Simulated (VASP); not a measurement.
# CdSe (wurtzite type) (P6_3mc) in VASP: single point with PBE

Aim: the single point of CdSe (wurtzite type) with PBE.

Everything below comes from runs of VASP 6.6.1. Logs are shortened: lines on timing, memory, paths and dates and some standing lists are left out, and cuts for length are marked.

## Step 1: The cell of the first run

It takes space group P6_3mc (No. 186, hexagonal). The conventional cell has a = 2.601 Å, b = 2.601 Å, c = 9.442 Å, α = 90.00°, β = 90.00°, γ = 120.00°. Cd (site symmetry 3m) has 4 Se at 2.44 to 2.73 Å and 6 Cd at 2.60 Å within 3.2 Å. Within 3.2 Å of Se (site symmetry 3m) lie 4 Cd at 2.44 to 2.73 Å and 6 Se at 2.60 Å.

## Step 2: Single point, PBE

INCAR

```
ALGO     = Normal         # electronic algorithm
EDIFF    = 1E-6           # SCF threshold, eV
ENCUT    = 520            # plane-wave cutoff, eV
GGA      = PE             # functional
ISIF     = 2              # what is computed and relaxed
ISMEAR   = -1             # smearing method
LASPH    = T              # aspherical terms in the spheres
LCHARG   = T              # write CHGCAR
LELF     = T              # ELF
LREAL    = F              # projectors in reciprocal space
LVHAR    = T            
LWAVE    = F              # write WAVECAR
NBANDS   = 26             # bands
NELM     = 100            # most SCF steps
PREC     = Accurate       # precision mode
SIGMA    = 0.05           # smearing width, eV
```

KPOINTS

```
k-points
0
Gamma
  10 10 5
```

POSCAR

```
CdSe
1.0
    2.6014988698      0.0000000000      0.0000000000
   -1.3007494349      2.2529641091      0.0000000000
    0.0000000000      0.0000000000      9.4419866776
Cd Se
2 2
Direct
    0.3333333333      0.6666666667      0.0590357252
    0.6666666667      0.3333333333      0.5590357252
    0.3333333333      0.6666666667      0.3169642748
    0.6666666667      0.3333333333      0.8169642748
```

Potentials or basis: VASP PAW PBE potentials, release 64 (Cd, Se).

Launch:

```sh
> cat potpaw_PBE.64/Cd/POTCAR potpaw_PBE.64/Se/POTCAR > POTCAR
> mpirun -np 1 vasp_std > vasp.out
```

OUTCAR:

```text
EDIFF = 1E-6
   ENCUT = 520
   GGA = PE
   ISIF = 2
   ISMEAR = -1
   LASPH = T
   LREAL = F
   NELM = 100
   PREC = Accurate

 ion  position               nearest neighbor table
   1  0.333  0.667  0.059-   3 2.44   4 2.73   4 2.73   4 2.73
   2  0.667  0.333  0.559-   4 2.44   3 2.73   3 2.73   3 2.73
   3  0.333  0.667  0.317-   1 2.44   2 2.73   2 2.73   2 2.73
   4  0.667  0.333  0.817-   2 2.44   1 2.73   1 2.73   1 2.73

  LATTYP: Found a hexagonal cell.
 ALAT       =     2.6014988698
 C/A-ratio  =     3.6294410070

  Lattice vectors:

 A1 = (   2.6014988698,   0.0000000000,   0.0000000000)
 A2 = (  -1.3007494349,   2.2529641091,   0.0000000000)
 A3 = (   0.0000000000,   0.0000000000,   9.4419866776)

Analysis of symmetry for initial positions (statically):
=====================================================================
 Subroutine PRICEL returns:
 Original cell was already a primitive cell.

 Routine SETGRP: Setting up the symmetry group for a
 hexagonal supercell.

 Subroutine GETGRP returns: Found 12 space group operations
 (whereof  6 operations were pure point group operations)
 out of a pool of 24 trial point group operations.

The static configuration has the point symmetry C_3v.
 The point group associated with its full space group is C_6v.

Analysis of symmetry for dynamics (positions and initial velocities):
=====================================================================
 Subroutine PRICEL returns:
 Original cell was already a primitive cell.

 Routine SETGRP: Setting up the symmetry group for a
 hexagonal supercell.

 Subroutine GETGRP returns: Found 12 space group operations
 (whereof  6 operations were pure point group operations)
 out of a pool of 24 trial point group operations.

The dynamic configuration has the point symmetry C_3v.
 The point group associated with its full space group is C_6v.

 Subroutine INISYM returns: Found 12 space group operations
 (whereof  6 operations are pure point group operations),
 and found     1 'primitive' translations

----------------------------------------------------------------------------------------

                                     Primitive cell

  volume of cell :      55.3403

  direct lattice vectors                    reciprocal lattice vectors
     2.601498870  0.000000000  0.000000000     0.384393786  0.221929856  0.000000000
    -1.300749435  2.252964109  0.000000000     0.000000000  0.443859712  0.000000000
     0.000000000  0.000000000  9.441986678     0.000000000  0.000000000  0.105909914

  length of vectors
     2.601498870  2.601498870  9.441986678     0.443859712  0.443859712  0.105909914

  position of ions in fractional coordinates (direct lattice)
     0.333333333  0.666666667  0.059035725
     0.666666667  0.333333333  0.559035725
     0.333333333  0.666666667  0.316964275
     0.666666667  0.333333333  0.816964275

  ion indices of the primitive-cell ions
   primitive index   ion index
                 1           1
                 2           2
                 3           3
                 4           4

----------------------------------------------------------------------------------------

 KPOINTS: k-points

Automatic generation of k-mesh.
 Grid dimensions read from file:
 generate k-points for:   10   10    5

 Generating k-lattice:

  Cartesian coordinates                     Fractional coordinates (reciprocal lattice)
     0.038439379  0.022192986  0.000000000     0.100000000  0.000000000  0.000000000
     0.000000000  0.044385971  0.000000000     0.000000000  0.100000000  0.000000000
     0.000000000  0.000000000  0.021181983     0.000000000  0.000000000  0.200000000

  Length of vectors
     0.044385971  0.044385971  0.021181983

  Shift w.r.t. Gamma in fractional coordinates (k-lattice)
     0.000000000  0.000000000  0.000000000

 Subroutine IBZKPT returns following result:
 ===========================================

 Found     42 irreducible k-points:

 Following reciprocal coordinates:
            Coordinates               Weight
  0.000000  0.000000  0.000000      1.000000
  0.100000  0.000000  0.000000      6.000000
  0.200000  0.000000  0.000000      6.000000
  0.300000 -0.000000  0.000000      6.000000
  0.400000 -0.000000  0.000000      6.000000
  0.500000 -0.000000  0.000000      3.000000
[... 16 lines left out ...]
  0.300000  0.100000  0.200000     24.000000
  0.400000  0.100000  0.200000     24.000000
 [... further k-points ...]
   k-points           NKPTS =     42   k-points in BZ     NKDIM =     42   number of bands    NBANDS=     26
   number of dos      NEDOS =    301   number of ions     NIONS =      4
   total plane-waves  NPLWV =  28000
   dimension x,y,z NGX =    20 NGY =   20 NGZ =   70
   dimension x,y,z NGXF=    40 NGYF=   40 NGZF=  140
   ions per type =               2   2
   NGX,Y,Z   is equivalent  to a cutoff of  12.78, 12.78, 12.32 a.u.
   NGXF,Y,Z  is equivalent  to a cutoff of  25.56, 25.56, 24.65 a.u.
 SYSTEM =  unknown system
   PREC   = accura    normal or accurate (medium, high low for compatibility)
   ISTART =      0    job   : 0-new  1-cont  2-samecut
   ICHARG =      2    charge: 1-file 2-atom 10-const
   ISPIN  =      1    spin polarized calculation?
   LNONCOLLINEAR =      F non collinear calculations
   LSORBIT =      F    spin-orbit coupling
   LASPH  =      T    aspherical Exc in radial PAW
   ENCUT  =  520.0 eV  38.22 Ry    6.18 a.u.   4.84  4.84 17.56*2*pi/ulx,y,z
   NELM   =    100;   NELMIN=  2; NELMDL= -5     # of ELM steps
   EDIFF  = 0.1E-05   stopping-criterion for ELM
   LREAL  =      F    real-space projection
   EDIFFG = 0.1E-04   stopping-criterion for IOM
   NSW    =      0    number of steps for IOM
   IBRION =     -1    ionic relax: 0-MD 1-quasi-New 2-CG
   NFREE  =      0    steps in history (QN), initial steepest desc. (CG)
   ISIF   =      2    stress and relaxation
   ISYM   =      2    0-nonsym 1-usesym 2-fastsym
   POTIM  = 0.5000    time-step for ionic-motion
   TEBEG  =    0.0;   TEEND  =   0.0 temperature during run
   PSTRESS=    0.0 pullay stress
   NELECT =      36.0000    total number of electrons
   NUPDOWN=      -1.0000    fix difference up-down
   EMIN   =  10.00;   EMAX   =-10.00  energy-range for DOS
   EFERMI =   0.00;   METHOD = LEGACY
   ISMEAR =    -1;   SIGMA  =   0.05  broadening in eV -4-tet -1-fermi 0-gaus
   EFERMI_NEDOS =   21; number of points for ismear=-14 and -15
   IALGO  =     38    algorithm
   IMIX   =      4    mixing-type and parameters
     AMIX     =   0.40;   BMIX     =  1.00
     AMIX_MAG =   1.60;   BMIX_MAG =  1.00
  volume/ion in A,a.u.               =      13.84        93.36
  Fermi-wavevector in a.u.,A,eV,Ry     =   1.418497  2.680572 27.376760  2.012135
  Thomas-Fermi vector in A             =   2.539617
   LORBIT       =      0    0 simple, 1 ext, 2 COOP (PROOUT), +10 PAW based schemes
   GGA     = PE    functional components
   LHFCALC =     F    Hartree Fock is set to
   AEXX    =    0.0000 exact exchange contribution
   IVDW    =     0    specifies the selected vdW correction
   LEPSILON=     F    determine dielectric tensor
   LRPA    =     F    only Hartree local field effects (RPA)
 non-spin polarized calculation
  energy-cutoff  :      520.00
  volume of cell :       55.34
 maximum number of plane-waves:      1514
 NGX is ok and might be reduce to    20
   NGX =  9   NGY =  9   NGZ = 35

 number of electron      36.0000002 magnetization

 Free energy of the ion-electron system (eV)
  ---------------------------------------------------
  ext. energy  EPLUGINS =         0.00000000
  ---------------------------------------------------
  free energy    TOTEN  =        -1.36097714 eV

  energy without entropy =       -1.33694713  energy(sigma->0) =       -1.34896214

 E-fermi :   9.1667     XC(G=0): -12.9760

 val. band max:        9.1557446760   @ k =   0.3000   0.1000   0.2000
 cond. band min:       9.1837027747   @ k =   0.3000   0.1000   0.0000
 fundamental gap:      0.0279580987
 Fermi energy:         9.1667023589

 k-point     1 :       0.0000    0.0000    0.0000
  band No.  band energies     occupation
      1     -10.1710      2.00000
      2      -9.8340      2.00000
      3      -3.2922      2.00000
      4      -3.2264      2.00000
      5      -2.6941      2.00000
      6      -1.7180      2.00000
[... 18 lines left out ...]
     25      22.6446      0.00000
     26      22.7030      0.00000

 k-point     2 :       0.1000    0.0000    0.0000
  band No.  band energies     occupation
      1      -9.8911      2.00000
      2      -9.5623      2.00000
      3      -2.9967      2.00000
      4      -2.9875      2.00000
      5      -2.5393      2.00000
      6      -1.8122      2.00000
[... 18 lines left out ...]
     25      22.7773      0.00000
     26      23.3550      0.00000

 k-point     3 :       0.2000    0.0000    0.0000
  band No.  band energies     occupation
      1      -9.0607      2.00000
      2      -8.7561      2.00000
      3      -2.6834      2.00000
      4      -2.6443      2.00000
      5      -2.1833      2.00000
      6      -1.8121      2.00000
[... 18 lines left out ...]
     25      20.1299      0.00000
     26      21.4945      0.00000

 k-point     4 :       0.3000   -0.0000    0.0000
  band No.  band energies     occupation
      1      -7.7211      2.00000
      2      -7.4550      2.00000
      3      -2.9161      2.00000
      4      -2.9124      2.00000
      5      -2.1290      2.00000
      6      -1.8593      2.00000
[... 18 lines left out ...]
     25      17.5260      0.00000
     26      19.0196      0.00000
[... 496 lines left out ...]
      1      -8.2226      2.00000
      2      -7.9956      2.00000
      3      -2.5354      2.00000
      4      -2.5139      2.00000
      5      -2.0266      2.00000
      6      -1.9411      2.00000
[... 18 lines left out ...]
     25      20.0608      0.00000
     26      20.1525      0.00000

 k-point    23 :       0.3000    0.1000    0.2000
  band No.  band energies     occupation
      1      -6.6867      2.00000
      2      -6.4970      2.00000
      3      -2.8714      2.00000
      4      -2.8661      2.00000
      5      -2.2640      2.00000
      6      -1.8922      2.00000
[... 18 lines left out ...]
     25      18.6320      0.00000
     26      19.0319      0.00000

 k-point    24 :       0.4000    0.1000    0.2000
  band No.  band energies     occupation
      1      -5.1003      2.00000
      2      -4.9092      2.00000
      3      -3.0880      2.00000
      4      -3.0731      2.00000
      5      -2.5506      2.00000
      6      -2.0968      2.00000
[... 18 lines left out ...]
     25      18.3138      0.00000
     26      18.4761      0.00000

 [... further k-points ...]
[... 5 lines left out ...]
  --------------------------------------------------------------------------------------
  -------------------------------------------------------------------------------------
  Total       31.8943894     31.8943894     32.0178629     -0.0000000      0.0000000      0.0000000
  in kB      923.3866171    923.3866171    926.9613463     -0.0000000      0.0000000      0.0000000
  external PRESSURE =     924.5781935 kB  Pullay stress =       0.0000000 kB

 VOLUME and BASIS-vectors are now :
 -----------------------------------------------------------------------------
  energy-cutoff  :      520.00
  volume of cell :       55.34
      direct lattice vectors                 reciprocal lattice vectors
     2.601498870  0.000000000  0.000000000     0.384393786  0.221929856  0.000000000
    -1.300749435  2.252964109  0.000000000     0.000000000  0.443859712  0.000000000
     0.000000000  0.000000000  9.441986678     0.000000000  0.000000000  0.105909914

 POSITION                                       TOTAL-FORCE (eV/Angst)
 -----------------------------------------------------------------------------------
     -0.00000      1.50198      0.55741        -0.000000      0.000000      0.004649
      1.30075      0.75099      5.27841         0.000000     -0.000000      0.004649
     -0.00000      1.50198      2.99277        -0.000000     -0.000000     -0.004649
      1.30075      0.75099      7.71377         0.000000      0.000000     -0.004649
 -----------------------------------------------------------------------------------
    total drift:                               -0.000000     -0.000000      0.000070

  FREE ENERGIE OF THE ION-ELECTRON SYSTEM (eV)
  ---------------------------------------------------
  free  energy   TOTEN  =        -1.3609771414 eV

  energy  without entropy=       -1.3369471342  energy(sigma->0) =       -1.34896214
```

Wall time 39 s (1 thread of AMD EPYC 9R45 (Zen 5), shared host); peak memory 0.17 GiB.

What came out:

```yaml
Free_energy: -1.3610 eV
Pressure: 92.5 GPa
Largest_force: 0.005 eV/Å
Band_gap_on_the_k_mesh: zero (band 18 reaches 14.64 eV, above the bottom of band 19 at 7.38 eV)
```

Forces in eV/Å, atoms in the order of the input:
```
Cd   0.000  0.000  0.005
Cd   0.000  0.000  0.005
Se   0.000  0.000 -0.005
Se   0.000  0.000 -0.005
```
